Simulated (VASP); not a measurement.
Runs of VASP 6.6.1 on SnO. The structure is that of space group P4/nmm (No. 129), or close to it. The cells are those of the table. 

```csv
cell,gap on the mesh (eV),pressure (GPa),largest force (eV/Å)
"a = 3.709, b = 3.709, c = 4.656 Å, 4 atoms",none,4.3,0.55
"a = 3.766, b = 3.766, c = 4.540 Å, 4 atoms",none,3.0,(c)
"a = 3.709, b = 3.709, c = 4.540 Å, 4 atoms",none,7.1,(b)
"a = 3.709, b = 3.709, c = 4.423 Å, 4 atoms",none,10.3,1.54
"a = 3.653, b = 3.653, c = 4.656 Å, 4 atoms",none,8.6,1.01
"a = 3.766, b = 3.766, c = 4.423 Å, 4 atoms",none,5.7,1.06
"a = 3.653, b = 3.653, c = 4.773 Å, 4 atoms",none,5.7,0.46
"a = 3.653, b = 3.653, c = 4.889 Å, 4 atoms",none,3.0,(a)
```

Alike in all rows: task single point; level LDA; potentials or basis VASP PAW LDA potentials, release 64 (Sn_d, O); no spin polarisation; k mesh 10 × 10 × 8; cutoff (eV) 520; smearing gaussian 0.15 eV.

Problem. Estimate the missing entries.

Solution. (a) 0.11; (b) 1.05; (c) 0.61.

Caveats: spin-orbit coupling is left out, which moves the levels of the heavy elements; forces of over 1 eV/Å act on the atoms, so gaps and moduli don't describe the material at rest (some runs).

A k mesh can miss the band edges, and the runs leave out spin-orbit coupling on Sn.

A gap of «none» marks levels without a gap at the run's occupations.
